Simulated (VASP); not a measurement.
# Li (P2_1/m) in VASP: a series of runs

Runs on Li. Level: PBE. Tasks: single point.

All numbers are computed with VASP 6.6.1; they aren't measurements. Logs are shortened: lines on timing, memory, paths and dates and some standing lists are left out, and cuts for length are marked.

## (1) The cell of the first run

The structure is monoclinic, space group P2_1/m (No. 11). Conventional cell: a = 3.035 Å, b = 4.995 Å, c = 3.055 Å, α = 90.00°, β = 119.35°, γ = 90.00°. Within 4.0 Å of Li (site symmetry m) lie 12 Li at 3.03 to 3.07 Å.

## (2) Single point, PBE (xy shear strain of +1.5 %)

Contents of INCAR:

```
PREC = Accurate
ENCUT = 520
EDIFF = 1E-6
ISMEAR = -1
SIGMA = 0.05
LREAL = False
LASPH = True
NELM = 60
ALGO = Normal
ISIF = 2
LWAVE = False
LCHARG = False
GGA = PE
NBANDS = 10
```

Contents of KPOINTS:

```
Automatic mesh
0
Gamma
  16 16 9
```

Contents of POSCAR:

```
Li
1.0
    3.0544211484      0.0229081586      0.0000000000
   -1.5073715269      2.6337522291      0.0000000000
    0.0000000000      0.0000000000      4.9952014055
Li
2
Direct
    0.3333333333      0.6666666667      0.2500000000
    0.6666666667      0.3333333333      0.7500000000
```

Potentials or basis: VASP PAW PBE potentials, release 64 (Li_sv).

On the command line:

```console
> cat potpaw_PBE.64/Li_sv/POTCAR > POTCAR
> mpirun -np 1 vasp_std > vasp.out
```

OUTCAR:

```text
PREC = Accurate
   ENCUT = 520
   EDIFF = 1E-6
   ISMEAR = -1
   LREAL = False
   LASPH = True
   NELM = 60
   ISIF = 2
   GGA = PE

 ion  position               nearest neighbor table
   1  0.333  0.667  0.250-
   2  0.667  0.333  0.750-

  Warning from LATTYP: Monoclinic adjustment (A1->A3, A2->A1, A3->A2)!
  LATTYP: Found a simple monoclinic cell.
 ALAT       =     3.0346037179
 B/A-ratio  =     1.6460803024
 C/A-ratio  =     1.0065587921
 COS(beta)  =    -0.4902045493

  Lattice vectors:

 A1 = (  -1.5073715269,   2.6337522291,   0.0000000000)
 A2 = (   0.0000000000,   0.0000000000,   4.9952014055)
 A3 = (   3.0544211484,   0.0229081586,   0.0000000000)

Analysis of symmetry for initial positions (statically):
=====================================================================
 Subroutine PRICEL returns:
 Original cell was already a primitive cell.

 Routine SETGRP: Setting up the symmetry group for a
 simple monoclinic supercell.

 Subroutine GETGRP returns: Found  4 space group operations
 (whereof  2 operations were pure point group operations)
 out of a pool of  4 trial point group operations.

The static configuration has the point symmetry S_2 .
 The point group associated with its full space group is C_2h.

Analysis of symmetry for dynamics (positions and initial velocities):
=====================================================================
 Subroutine PRICEL returns:
 Original cell was already a primitive cell.

 Routine SETGRP: Setting up the symmetry group for a
 simple monoclinic supercell.

 Subroutine GETGRP returns: Found  4 space group operations
 (whereof  2 operations were pure point group operations)
 out of a pool of  4 trial point group operations.

The dynamic configuration has the point symmetry S_2 .
 The point group associated with its full space group is C_2h.

 Subroutine INISYM returns: Found  4 space group operations
 (whereof  2 operations are pure point group operations),
 and found     1 'primitive' translations

----------------------------------------------------------------------------------------

                                     Primitive cell

  volume of cell :      40.3568

  direct lattice vectors                    reciprocal lattice vectors
     3.054421148  0.022908159  0.000000000     0.325994954  0.186576211  0.000000000
    -1.507371527  2.633752229  0.000000000    -0.002835477  0.378063613  0.000000000
     0.000000000  0.000000000  4.995201405     0.000000000  0.000000000  0.200192128

  length of vectors
     3.054507053  3.034603718  4.995201405     0.375610693  0.378074246  0.200192128

  position of ions in fractional coordinates (direct lattice)
     0.333333333  0.666666667  0.250000000
     0.666666667  0.333333333  0.750000000

  ion indices of the primitive-cell ions
   primitive index   ion index
                 1           1
                 2           2

----------------------------------------------------------------------------------------

 KPOINTS: Automatic mesh

Automatic generation of k-mesh.
 Grid dimensions read from file:
 generate k-points for:   16   16    9

 Generating k-lattice:

  Cartesian coordinates                     Fractional coordinates (reciprocal lattice)
     0.020374685  0.011661013  0.000000000     0.062500000  0.000000000  0.000000000
    -0.000177217  0.023628976  0.000000000     0.000000000  0.062500000  0.000000000
     0.000000000  0.000000000  0.022243570     0.000000000  0.000000000  0.111111111

  Length of vectors
     0.023475668  0.023629640  0.022243570

  Shift w.r.t. Gamma in fractional coordinates (k-lattice)
     0.000000000  0.000000000  0.000000000

 Subroutine IBZKPT returns following result:
 ===========================================

 Found    650 irreducible k-points:

 Following reciprocal coordinates:
            Coordinates               Weight
  0.000000  0.000000  0.000000      1.000000
  0.062500  0.000000  0.000000      2.000000
  0.125000  0.000000  0.000000      2.000000
  0.187500  0.000000  0.000000      2.000000
  0.250000  0.000000  0.000000      2.000000
  0.312500  0.000000  0.000000      2.000000
[... 16 lines left out ...]
 -0.187500  0.062500  0.000000      2.000000
 -0.125000  0.062500  0.000000      2.000000
 [... further k-points ...]
   k-points           NKPTS =    650   k-points in BZ     NKDIM =    650   number of bands    NBANDS=     10
   number of dos      NEDOS =    301   number of ions     NIONS =      2
   total plane-waves  NPLWV =  23040
   dimension x,y,z NGX =    24 NGY =   24 NGZ =   40
   dimension x,y,z NGXF=    48 NGYF=   48 NGZF=   80
   ions per type =               2
   NGX,Y,Z   is equivalent  to a cutoff of  13.06, 13.15, 13.31 a.u.
   NGXF,Y,Z  is equivalent  to a cutoff of  26.12, 26.30, 26.62 a.u.
 SYSTEM =  unknown system
   PREC   = accura    normal or accurate (medium, high low for compatibility)
   ISTART =      0    job   : 0-new  1-cont  2-samecut
   ICHARG =      2    charge: 1-file 2-atom 10-const
   ISPIN  =      1    spin polarized calculation?
   LNONCOLLINEAR =      F non collinear calculations
   LSORBIT =      F    spin-orbit coupling
   LASPH  =      T    aspherical Exc in radial PAW
   ENCUT  =  520.0 eV  38.22 Ry    6.18 a.u.   5.68  5.64  9.29*2*pi/ulx,y,z
   NELM   =     60;   NELMIN=  2; NELMDL= -5     # of ELM steps
   EDIFF  = 0.1E-05   stopping-criterion for ELM
   LREAL  =      F    real-space projection
   EDIFFG = 0.1E-04   stopping-criterion for IOM
   NSW    =      0    number of steps for IOM
   IBRION =     -1    ionic relax: 0-MD 1-quasi-New 2-CG
   NFREE  =      0    steps in history (QN), initial steepest desc. (CG)
   ISIF   =      2    stress and relaxation
   ISYM   =      2    0-nonsym 1-usesym 2-fastsym
   POTIM  = 0.5000    time-step for ionic-motion
   TEBEG  =    0.0;   TEEND  =   0.0 temperature during run
   PSTRESS=    0.0 pullay stress
   NELECT =       6.0000    total number of electrons
   NUPDOWN=      -1.0000    fix difference up-down
   EMIN   =  10.00;   EMAX   =-10.00  energy-range for DOS
   EFERMI =   0.00;   METHOD = LEGACY
   ISMEAR =    -1;   SIGMA  =   0.05  broadening in eV -4-tet -1-fermi 0-gaus
   EFERMI_NEDOS =   21; number of points for ismear=-14 and -15
   IALGO  =     38    algorithm
   IMIX   =      4    mixing-type and parameters
     AMIX     =   0.40;   BMIX     =  1.00
     AMIX_MAG =   1.60;   BMIX_MAG =  1.00
  volume/ion in A,a.u.               =      20.18       136.17
  Fermi-wavevector in a.u.,A,eV,Ry     =   0.867267  1.638897 10.233654  0.752152
  Thomas-Fermi vector in A             =   1.985776
   LORBIT       =      0    0 simple, 1 ext, 2 COOP (PROOUT), +10 PAW based schemes
   GGA     = PE    functional components
[... 5 lines left out ...]
 non-spin polarized calculation
  energy-cutoff  :      520.00
  volume of cell :       40.36
 maximum number of plane-waves:      1107
   NGX = 11   NGY = 11   NGZ = 19

 number of electron       6.0000002 magnetization

 Free energy of the ion-electron system (eV)
  ---------------------------------------------------
  ext. energy  EPLUGINS =         0.00000000
  ---------------------------------------------------
  free energy    TOTEN  =        -3.81810757 eV

  energy without entropy =       -3.81113317  energy(sigma->0) =       -3.81462037

 E-fermi :   0.6336     XC(G=0):  -7.0552

 val. band max:        0.6268755838   @ k =   0.0625   0.4375   0.2222
 cond. band min:       0.6372853976   @ k =   0.0000   0.3750   0.4444
 fundamental gap:      0.0104098137
 Fermi energy:         0.6335678455

 k-point     1 :       0.0000    0.0000    0.0000
  band No.  band energies     occupation
      1     -45.8829      2.00000
      2     -45.8648      2.00000
      3      -2.9289      2.00000
      4       0.6112      1.22042
      5       3.5638      0.00000
      6      13.0318      0.00000
      7      13.2556      0.00000
      8      14.4231      0.00000
      9      14.6666      0.00000
     10      15.1283      0.00000

 k-point     2 :       0.0625    0.0000    0.0000
  band No.  band energies     occupation
      1     -45.8823      2.00000
      2     -45.8645      2.00000
      3      -2.8674      2.00000
      4       0.6924      0.47103
      5       3.5867      0.00000
      6      12.2870      0.00000
      7      12.7650      0.00000
      8      14.5071      0.00000
      9      14.9590      0.00000
     10      15.0581      0.00000

 k-point     3 :       0.1250    0.0000    0.0000
  band No.  band energies     occupation
      1     -45.8806      2.00000
      2     -45.8636      2.00000
      3      -2.6829      2.00000
      4       0.9361      0.00470
      5       3.6514      0.00000
      6      10.8051      0.00000
      7      11.9573      0.00000
      8      14.4630      0.00000
      9      14.7006      0.00000
     10      15.1342      0.00000

 k-point     4 :       0.1875    0.0000    0.0000
  band No.  band energies     occupation
      1     -45.8780      2.00000
      2     -45.8624      2.00000
      3      -2.3752      2.00000
      4       1.3416      0.00000
      5       3.7363      0.00000
      6       9.2364      0.00000
      7      11.1824      0.00000
      8      13.6724      0.00000
      9      13.7371      0.00000
     10      14.7394      0.00000
[... 222 lines left out ...]
 k-point    22 :      -0.2500    0.0625    0.0000
  band No.  band energies     occupation
      1     -45.8760      2.00000
      2     -45.8616      2.00000
      3      -2.1246      2.00000
      4       1.6709      0.00000
      5       3.7927      0.00000
      6       8.4574      0.00000
      7      10.3609      0.00000
      8      12.9165      0.00000
      9      13.1590      0.00000
     10      14.4121      0.00000

 k-point    23 :      -0.1875    0.0625    0.0000
  band No.  band energies     occupation
      1     -45.8789      2.00000
      2     -45.8628      2.00000
      3      -2.4949      2.00000
      4       1.1839      0.00003
      5       3.7128      0.00000
      6       9.9617      0.00000
      7      11.0960      0.00000
      8      14.2345      0.00000
      9      14.2518      0.00000
     10      14.7909      0.00000

 k-point    24 :      -0.1250    0.0625    0.0000
  band No.  band energies     occupation
      1     -45.8811      2.00000
      2     -45.8638      2.00000
      3      -2.7419      2.00000
      4       0.8582      0.02214
      5       3.6333      0.00000
      6      11.4873      0.00000
      7      11.8796      0.00000
      8      14.5704      0.00000
      9      14.8791      0.00000
     10      14.9891      0.00000

 [... further k-points ...]
[... 5 lines left out ...]
  --------------------------------------------------------------------------------------
  -------------------------------------------------------------------------------------
  Total       -0.0138883     -0.0104784     -0.0018722     -0.0381642      0.0000000      0.0000000
  in kB       -0.5513697     -0.4159949     -0.0743272     -1.5151300      0.0000000      0.0000000
  external PRESSURE =      -0.3472306 kB  Pullay stress =       0.0000000 kB

 VOLUME and BASIS-vectors are now :
 -----------------------------------------------------------------------------
  energy-cutoff  :      520.00
  volume of cell :       40.36
      direct lattice vectors                 reciprocal lattice vectors
     3.054421148  0.022908159  0.000000000     0.325994954  0.186576211  0.000000000
    -1.507371527  2.633752229  0.000000000    -0.002835477  0.378063613  0.000000000
     0.000000000  0.000000000  4.995201405     0.000000000  0.000000000  0.200192128

 POSITION                                       TOTAL-FORCE (eV/Angst)
 -----------------------------------------------------------------------------------
      0.01323      1.76347      1.24880        -0.006818     -0.000172      0.000000
      1.53382      0.89319      3.74640         0.006818      0.000172     -0.000000
 -----------------------------------------------------------------------------------
    total drift:                               -0.000000      0.000000     -0.000000

  FREE ENERGIE OF THE ION-ELECTRON SYSTEM (eV)
  ---------------------------------------------------
  free  energy   TOTEN  =        -3.8181075741 eV

  energy  without entropy=       -3.8111331697  energy(sigma->0) =       -3.81462037
```

It took 81 s on 1 thread of Intel Xeon Platinum 8488C (Sapphire Rapids), shared host; peak memory 0.3 GiB.

Results:

| Item | Value |
| --- | --- |
| Free energy | -3.8181 eV |
| Largest force | 0.007 eV/Å |
| Band gap on the k mesh | zero (bands 3 and 4 overlap by 4.02 eV) |

Forces in eV/Å, atoms in the order of the input:
```
Li  -0.007  0.000  0.000
Li   0.007  0.000  0.000
```

Caveat: the cell differs from its parent crystal (xy shear strain of +1.5 %); the cutoff is under 1.25 times the usual one of these potentials, so pressure, stress and relaxed cells hold a basis-set (Pulay) error.

## (3) Single point, PBE (0.021213, 0.0] A)

Contents of INCAR:

```
PREC     = Accurate       # precision mode
ENCUT    = 520            # plane-wave cutoff, eV
EDIFF    = 1E-6           # SCF threshold, eV
ISMEAR   = -1             # smearing method
SIGMA    = 0.05           # smearing width, eV
LREAL    = F              # projectors in reciprocal space
LASPH    = T              # aspherical terms in the spheres
NELM     = 60             # most SCF steps
ALGO     = Normal         # electronic algorithm
ISIF     = 2              # what is computed and relaxed
LWAVE    = F              # write WAVECAR
LCHARG   = F              # write CHGCAR
GGA      = PE             # functional
NBANDS   = 10             # bands
```

Contents of KPOINTS:

```
regular mesh
0
Gamma
  16 16 9
```

Contents of POSCAR:

```
Li
1.0
    3.0544211484      0.0000000000      0.0000000000
   -1.5272105742      2.6452063084      0.0000000000
    0.0000000000      0.0000000000      4.9952014055
Li
2
Direct
    0.3442880543      0.6746860790      0.2500000000
    0.6666666667      0.3333333333      0.7500000000
```

Potentials or basis: VASP PAW PBE potentials, release 64 (Li_sv).

On the command line:

```console
> cat potpaw_PBE.64/Li_sv/POTCAR > POTCAR
> mpirun -np 1 vasp_std > vasp.out
```

It took 92 s on 1 thread of Intel Xeon Platinum 8488C (Sapphire Rapids), shared host; peak memory 0.3 GiB.

Results (log left out):

```
Free energy            : -3.8183 eV
Largest force          : 0.006 eV/Å
Band gap on the k mesh : zero (bands 3 and 4 overlap by 3.99 eV)
```

Forces on the atoms (eV/Å):
```
Li  -0.004 -0.004  0.000
Li   0.004  0.004  0.000
```

Levels at points of the mesh, in eV from the Fermi level:
| k point | band 1 | band 2 | band 3 | band 4 | band 5 | band 6 | band 7 |
| --- | --- | --- | --- | --- | --- | --- | --- |
| (0.00, 0.00, 0.00) | -46.52 | -46.50 | -3.56 | -0.02 | 2.93 | 12.48 | 12.55 |
| (0.50, 0.00, 0.00) | -46.50 | -46.49 | -0.10 | 1.10 | 4.66 | 5.90 | 6.19 |
| (0.00, 0.50, 0.00) | -46.50 | -46.49 | -0.06 | 1.02 | 4.72 | 5.82 | 6.32 |
| (0.50, 0.50, 0.00) | -46.50 | -46.49 | -0.07 | 1.04 | 4.71 | 5.84 | 6.29 |

Caveat: the cell differs from its parent crystal (0.021213, 0.0] A); the cutoff is under 1.25 times the usual one of these potentials, so pressure, stress and relaxed cells hold a basis-set (Pulay) error.
